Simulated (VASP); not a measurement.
Input of a VASP 6.6.1 run:

The input POSCAR:

```
AgCl
1.0
    3.9231075624      0.0000000000      0.0000000000
   -1.9615537812      3.3975108108      0.0000000000
    0.0000000000      0.0000000000      6.0744478462
Ag Cl
2 2
Direct
    0.0000000000      0.0000000000      0.0000000000
    0.0000000000      0.0000000000      0.5000000000
    0.3333333333      0.6666666667      0.2500000000
    0.6666666667      0.3333333333      0.7500000000
```

File INCAR.step1:

```
PREC = Accurate
ENCUT = 520
ISMEAR = 0
SIGMA = 0.01
LREAL = False
LASPH = True
NELM = 60
NBANDS = 26
GGA = PE
ALGO = Normal
EDIFF = 1E-4
LWAVE = True
LCHARG = False
```

File INCAR.step2:

```
PREC = Accurate
ENCUT = 520
EDIFF = 1E-7
ISMEAR = 0
SIGMA = 0.01
LREAL = False
LASPH = True
NELM = 60
ALGO = Normal
ISIF = 2
LWAVE = False
LCHARG = False
METAGGA = R2SCAN
LMIXTAU = True
NBANDS = 26
ISTART = 1
```

KPOINTS

```
Automatic mesh
0
Gamma
  6 6 4
```

Potentials or basis: VASP PAW PBE potentials, release 64 (Ag, Cl).

Command:

```sh
$ cat potpaw_PBE.64/Ag/POTCAR potpaw_PBE.64/Cl/POTCAR > POTCAR
$ cp INCAR.step1 INCAR
$ mpirun -np 1 vasp_std > vasp.out
$ cp INCAR.step2 INCAR
$ mpirun -np 1 vasp_std > vasp.out
```

Problem. Estimate the pressure.

Solution. 3.7 GPa.

Problem. What does it give for the band gap on the k mesh?

Solution. 1.46 eV, direct.

Caveat: the PAW data sets were made with another functional, which shifts forces and pressure a little.
